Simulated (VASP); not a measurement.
A run of VASP 6.6.1 is set up as follows.

The input INCAR:

```
SYSTEM = W
ALGO = Normal
EDIFF = 1E-7
ENCUT = 520
GGA = PS
ISIF = 2
ISMEAR = 0
ISPIN = 2
LASPH = .TRUE.
LCHARG = .FALSE.
LMAXMIX = 4
LORBIT = 11
LREAL = .FALSE.
LWAVE = .FALSE.
MAGMOM = -1
NBANDS = 17
NELM = 150
PREC = Accurate
SIGMA = 0.15
```

The input KPOINTS:

```
k-points
0
G
  20 20 20
  0 0 0
```

Contents of POSCAR:

```
W
1.0
   -1.6771650000      1.6771650000      1.6771650000
    1.6771650000     -1.6771650000      1.6771650000
    1.6771650000      1.6771650000     -1.6771650000
W
1
Direct
    0.0000000000      0.0000000000      0.0000000000
```

Potentials or basis: VASP PAW PBE potentials, release 64 (W_sv).

The run is started by

```sh
$ cat potpaw_PBE.64/W_sv/POTCAR > POTCAR
$ mpirun -np 1 vasp_std > vasp.out
```

Question: Predict the pressure.

Answer: -40.2 GPa.

Question: What does it give for the band gap on the k mesh?

Answer: Zero (filled and empty bands overlap).

Caveat: the PAW data sets were made with another functional, which shifts forces and pressure a little; spin-orbit coupling is left out, which moves the levels of the heavy elements.
